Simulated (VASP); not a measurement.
# SnO2 (R-3m) in VASP: notebook, part 2 of 2

VASP 6.6.1. The steps go on from the part before.

## Step 5: Single point, PBE

This run uses another cell than the first one, of the same volume but with other edges.

Contents of INCAR:

```
SYSTEM = SnO2
PREC     = Accurate       ! precision mode
ENCUT    = 520            ! plane-wave cutoff, eV
EDIFF    = 1E-6           ! SCF threshold, eV
ISMEAR   = 0              ! smearing method
SIGMA    = 0.15           ! smearing width, eV
LREAL    = .FALSE.        ! projectors in reciprocal space
LASPH    = .TRUE.         ! aspherical terms in the spheres
NELM     = 60             ! most SCF steps
ALGO     = Normal         ! electronic algorithm
ISIF     = 2              ! what is computed and relaxed
LWAVE    = .FALSE.        ! write WAVECAR
LCHARG   = .TRUE.         ! write CHGCAR
GGA      = PE             ! functional
LELF     = .TRUE.         ! ELF
LVHAR    = .TRUE.       
NBANDS   = 20             ! bands
```

Contents of KPOINTS:

```
regular mesh
0
G
  18 18 18
  0 0 0
```

Contents of POSCAR:

```
SnO2
1.0
    1.3607479196      3.4018697991      3.4018697991
    3.4018697991      1.3607479196      3.4018697991
    3.4018697991      3.4018697991      1.3607479196
Sn O
1 2
Direct
    0.0000000000      0.0000000000      0.0000000000
    0.2500000000      0.2500000000      0.2500000000
    0.7500000000      0.7500000000      0.7500000000
```

Potentials or basis: VASP PAW PBE potentials, release 64 (Sn_d, O).

On the command line:

```console
cat potpaw_PBE.64/Sn_d/POTCAR potpaw_PBE.64/O/POTCAR > POTCAR
mpirun -np 1 vasp_std > vasp.out
```

OUTCAR:

```text
SYSTEM = SnO2
   PREC = Accurate
   ENCUT = 520
   EDIFF = 1E-6
   ISMEAR = 0
   LREAL = .FALSE.
   LASPH = .TRUE.
   NELM = 60
   ISIF = 2
   GGA = PE

 ion  position               nearest neighbor table
   1  0.000  0.000  0.000-   3 2.04   3 2.04   3 2.04   2 2.04   2 2.04   2 2.04
   2  0.250  0.250  0.250-   1 2.04   1 2.04   1 2.04
   3  0.750  0.750  0.750-   1 2.04   1 2.04   1 2.04

  LATTYP: Found a trigonal (rhomboedric) cell.
 ALAT       =     4.9997071075
 COS(alpha) =     0.8333333333

  Lattice vectors:

 A1 = (   1.3607479196,   3.4018697991,   3.4018697991)
 A2 = (   3.4018697991,   1.3607479196,   3.4018697991)
 A3 = (   3.4018697991,   3.4018697991,   1.3607479196)

Analysis of symmetry for initial positions (statically):
=====================================================================
 Subroutine PRICEL returns:
 Original cell was already a primitive cell.

 Routine SETGRP: Setting up the symmetry group for a
 trigonal (rhombohedral) supercell.

 Subroutine GETGRP returns: Found 12 space group operations
 (whereof 12 operations were pure point group operations)
 out of a pool of 12 trial point group operations.

[... 163 lines left out ...]
  energy without entropy =      -16.77011643  energy(sigma->0) =      -16.77011643

 E-fermi :   6.5621     XC(G=0): -11.4326

 val. band max:        5.9071355993   @ k =   0.5000   0.5000   0.0000
 cond. band min:       9.0327443783   @ k =   0.0000   0.0000   0.0000
 fundamental gap:      3.1256087790
 Fermi energy:         6.5621064580

 k-point     1 :       0.0000    0.0000    0.0000
  band No.  band energies     occupation
      1     -14.2646      2.00000
      2     -14.0007      2.00000
      3     -14.0007      2.00000
      4     -13.4523      2.00000
      5     -13.4523      2.00000
      6     -13.0675      2.00000
[... 541 lines left out ...]
     19      21.0935      0.00000
     20      24.5813      0.00000

 [... further k-points ...]

------------------------ aborting loop because EDIFF is reached ----------------------------------------

  FORCE on cell =-STRESS in cart. coord.  units (eV):
  Direction    XX          YY          ZZ          XY          YZ          ZX
  --------------------------------------------------------------------------------------
  -------------------------------------------------------------------------------------
  Total        8.6971890      8.6971890      8.6971890     -3.8539590     -3.8539590     -3.8539590
  in kB      409.6591746    409.6591746    409.6591746   -181.5310279   -181.5310279   -181.5310279
  external PRESSURE =     409.6591746 kB  Pullay stress =       0.0000000 kB

 VOLUME and BASIS-vectors are now :
 -----------------------------------------------------------------------------
  energy-cutoff  :      520.00
  volume of cell :       34.01
      direct lattice vectors                 reciprocal lattice vectors
     1.360747920  3.401869799  3.401869799    -0.285790544  0.204136103  0.204136103
     3.401869799  1.360747920  3.401869799     0.204136103 -0.285790544  0.204136103
     3.401869799  3.401869799  1.360747920     0.204136103  0.204136103 -0.285790544

 POSITION                                       TOTAL-FORCE (eV/Angst)
 -----------------------------------------------------------------------------------
      0.00000      0.00000      0.00000         0.000000     -0.000000      0.000000
      2.04112      2.04112      2.04112         0.121123      0.121123      0.121123
      6.12337      6.12337      6.12337        -0.121123     -0.121123     -0.121123
 -----------------------------------------------------------------------------------
    total drift:                               -0.000000      0.000000      0.000000

  FREE ENERGIE OF THE ION-ELECTRON SYSTEM (eV)
  ---------------------------------------------------
  free  energy   TOTEN  =       -16.7701164339 eV

  energy  without entropy=      -16.7701164339  energy(sigma->0) =      -16.77011643
```

OSZICAR:

```text
N       E                     dE             d eps       ncg     rms          rms(c)
DAV:   1     0.249372791767E+03    0.24937E+03   -0.13643E+04 25260   0.203E+03
DAV:   2     0.708112206130E+01   -0.24229E+03   -0.22953E+03 24996   0.507E+02
DAV:   3    -0.187729278863E+02   -0.25854E+02   -0.25602E+02 26868   0.138E+02
DAV:   4    -0.194726247878E+02   -0.69970E+00   -0.69914E+00 25792   0.239E+01
DAV:   5    -0.194890522608E+02   -0.16427E-01   -0.16427E-01 28812   0.373E+00    0.111E+01
DAV:   6    -0.167836254238E+02    0.27054E+01   -0.10817E+01 35228   0.556E+01    0.490E+00
DAV:   7    -0.167892316138E+02   -0.56062E-02   -0.62562E-01 23952   0.719E+00    0.226E+00
DAV:   8    -0.167717536924E+02    0.17478E-01   -0.43835E-02 28052   0.237E+00    0.612E-01
DAV:   9    -0.167698663085E+02    0.18874E-02   -0.73502E-03 36100   0.164E+00    0.754E-02
DAV:  10    -0.167701001629E+02   -0.23385E-03   -0.11651E-03 24532   0.297E-01    0.329E-02
DAV:  11    -0.167701103215E+02   -0.10159E-04   -0.37797E-05 29612   0.524E-02    0.157E-02
DAV:  12    -0.167701166478E+02   -0.63263E-05   -0.82654E-06 23868   0.388E-02    0.239E-03
DAV:  13    -0.167701164339E+02    0.21395E-06   -0.47356E-07 17468   0.754E-03
   1 F= -.16770116E+02 E0= -.16770116E+02  d E =-.304390E-11
```

Run time: 21 min. Hardware: 1 thread of Oxide Virtual Turin-like, shared host; peak memory 0.48 GiB.

What came out:

```yaml
Free_energy: -16.7701 eV
Pressure: 41.0 GPa
Largest_force: 0.210 eV/Å
Band_gap_on_the_k_mesh: 3.13 eV (least direct gap 3.34 eV)
```

Forces on the atoms (eV/Å):
```
Sn   0.000  0.000  0.000
O    0.121  0.121  0.121
O   -0.121 -0.121 -0.121
```

Caveat: the cell stands under pressure; spin-orbit coupling is left out, which moves the levels of the heavy elements. A k mesh can miss the band edges.

## Step 6: The runs side by side

| cell | gap on the mesh (eV) | pressure (GPa) | largest force (eV/Å) |
| --- | --- | --- | --- |
| a = 3.265 Å, angles 82.7°, 3 atoms | 3.68 | 90.7 | 16.66 |
| a = 3.466 Å, angles 67.3°, 3 atoms | 0.45 | 6.8 | 1.13 |
| a = 3.240 Å, 3 atoms | 5.38 | 190.7 | 40.66 |
| a = 5.000 Å, angles 33.6°, 3 atoms | 3.13 | 41.0 | 0.21 |

Alike in all rows: task single point; level PBE; potentials or basis VASP PAW PBE potentials, release 64 (Sn_d, O); no spin polarisation; k mesh 18 × 18 × 18; cutoff (eV) 520; smearing gaussian 0.15 eV.

Caveats: the cell stands under pressure; spin-orbit coupling is left out, which moves the levels of the heavy elements; forces of over 1 eV/Å act on the atoms, so gaps and moduli don't describe the material at rest (at least some runs); semilocal functionals underestimate gaps, and a narrow one can read as zero (at least some runs); atoms lie so close that the PAW spheres overlap strongly, which falsifies energies and pressures (at least some runs).

Absolute energies hang on the potentials; compare differences alone.
